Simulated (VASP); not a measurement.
Runs of VASP 6.6.1 on MoS2. The structure is that of space group R3m (No. 160), or close to it. The cells are those of the table. 

```tsv
cell	gap on the mesh (eV)	pressure (GPa)	largest force (eV/Å)
a = 6.158 Å, angles 30.8°, 3 atoms	(b)	-6.7	0.08
a = 6.852 Å, angles 26.0°, 3 atoms	0.98	-8.2	2.10
a = 7.107 Å, angles 24.5°, 3 atoms	(a)	-8.2	2.69
a = 6.378 Å, angles 29.1°, 3 atoms	0.85	-7.4	0.78
a = 6.609 Å, angles 27.5°, 3 atoms	1.03	-7.9	1.46
```

Alike in all rows: task single point; level PBE+D3(BJ); potentials or basis VASP PAW PBE potentials, release 64 (Mo_sv, S); no spin polarisation; k mesh 12 × 12 × 12; cutoff (eV) 520; smearing gaussian 0.05 eV.

Task: Fill in the values left out.

Result: (a) 0.76; (b) 0.28.

Caveats: forces of over 1 eV/Å act on the atoms, so gaps and moduli don't describe the material at rest (at least some runs); semilocal functionals underestimate gaps, and a narrow one can read as zero (at least some runs); the stress differs along the axes, from -10 to -1 GPa (at least some runs); the stress differs along the axes, from -23 to -1 GPa (at least some runs); the stress differs along the axes, from -31 to 3 GPa (at least some runs); the cell stands under tension (at least some runs); the stress differs along the axes, from -16 to -4 GPa (at least some runs).

A k mesh can miss the band edges, and the runs leave out spin-orbit coupling on Mo.
